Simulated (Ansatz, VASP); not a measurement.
## One calculation of SnSe2, two programs

```
CELL_PARAMETERS angstrom
2.97361 0.00000 0.00000
0.00000 2.97361 0.00000
0.00000 0.00000 8.35171
ATOMIC_POSITIONS crystal
Sn 0.00000 0.00000 0.00000
Se 0.00000 0.00000 0.67245
Se 0.00000 0.00000 0.32755
```

Alike in both runs: functional PBE; k mesh 4 × 4 × 4; occupations gaussian, width 0.1 eV; no spin polarisation.

Ansatz relaxed the structure, and its values are those at the end. VASP's run is a single point on that final structure, the one shown.

|  | VASP | Ansatz |
| --- | --- | --- |
| version | VASP 6.6.1 | Ansatz 0.2.0 |
| potentials or method | VASP PAW PBE potentials, release 64 (Sn_d, Se), cutoff 520 eV | scalar-relativistic, plane waves, PAW |
| valence electrons in the cell | 26 | 46 |

Ansatz gave:

- gap on the k mesh at the Fermi level (eV): none
- pressure (GPa): 0.0
- rms of the force components (eV/Å): 0.004

**Question.** What did VASP give for the same quantities?

**Answer.** gap on the k mesh at the Fermi level (eV): none; pressure (GPa): 0.0; rms of the force components (eV/Å): 0.001.

A gap of «none» marks a metal or a gap that the smearing closes. The functional is the same, so the differences come from potentials, cutoffs and numerics. VASP's potentials hold 26 valence electrons a cell and Ansatz's 46, so a difference there can come from the potentials and not from the codes.

The k mesh is coarse, so the values compare programs but aren't converged.
